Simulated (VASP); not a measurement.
Mg32O31 (a cell with a defect), 63 atoms in the cell. The cell holds a defect, 63 atoms: a = 8.429 Å, b = 8.429 Å, c = 8.429 Å, α = 90.00°, β = 90.00°, γ = 90.00°. 

* Program: VASP 6.6.1
* Task: single point
* Functional: PBEsol
* Potentials or basis: VASP PAW PBE potentials, release 64 (O, Mg)
* Cutoff: 520 eV
* k mesh: 1 × 1 × 1, shifted
* Occupations: fermi-dirac, width 0.05 eV
* Spin: no spin polarisation
* Dipole correction: no
* Charge: 2
* Further INCAR settings: LREAL = Auto; ALGO = Normal; EDIFF = 1e-06; NBANDS = 162; ISYM = 0; NELECT = 248.0

Potentials or basis: VASP PAW PBE potentials, release 64 (O, Mg).

The run is started by

```bash
$ cat potpaw_PBE.64/O/POTCAR potpaw_PBE.64/Mg/POTCAR > POTCAR
$ mpirun -np 1 vasp_std > vasp.out
```

Hardware: 1 thread of AMD EPYC 7R43 64-Core Processor (Zen 3), on a shared host.

Question: Estimate the wall time of this run.

Answer: Wall time 16 min on 1 thread of AMD EPYC 7R43 64-Core Processor (Zen 3), with other jobs on the host, peak memory 0.64 GiB. Counts: scf iterations 17, k points 4.
